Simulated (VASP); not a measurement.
Input of a VASP 6.6.1 run:

Contents of INCAR:

```
ALGO = Fast
EDIFF = 1E-7
ENCUT = 520
GGA = PE
ISIF = 2
ISMEAR = 0
ISPIN = 2
LASPH = T
LCHARG = T
LELF = T
LMAXMIX = 4
LORBIT = 11
LREAL = F
LVHAR = T
LWAVE = F
MAGMOM = 4 4 4 4
NBANDS = 28
NELM = 150
PREC = Accurate
SIGMA = 0.1
```

File KPOINTS:

```
k-points
0
Gamma
  6 6 6
```

Contents of POSCAR:

```
Fe
1.0
    1.9385296171     -3.2854482047      0.0000000000
    1.9385296171      3.2854482047      0.0000000000
    0.0000000000      0.0000000000      3.8822163840
Fe
4
Direct
    0.1525000000      0.8475000000      0.0785000000
    0.6525000000      0.3475000000      0.4215000000
    0.8475000000      0.1525000000      0.9215000000
    0.3475000000      0.6525000000      0.5785000000
```

Potentials or basis: VASP PAW PBE potentials, release 64 (Fe).

Command:

```sh
$ cat potpaw_PBE.64/Fe/POTCAR > POTCAR
$ mpirun -np 1 vasp_std > vasp.out
```

(1) Estimate the site moments.

(2) What does it give for the net moment?

(3) Predict the largest force.

(4) Estimate the pressure.

## Answers

(1) Fe +0.43 μB.

(2) 1.74 μB per cell.

(3) 0.611 eV/Å.

(4) -4.5 GPa.

Caveat: the cell stands under tension.
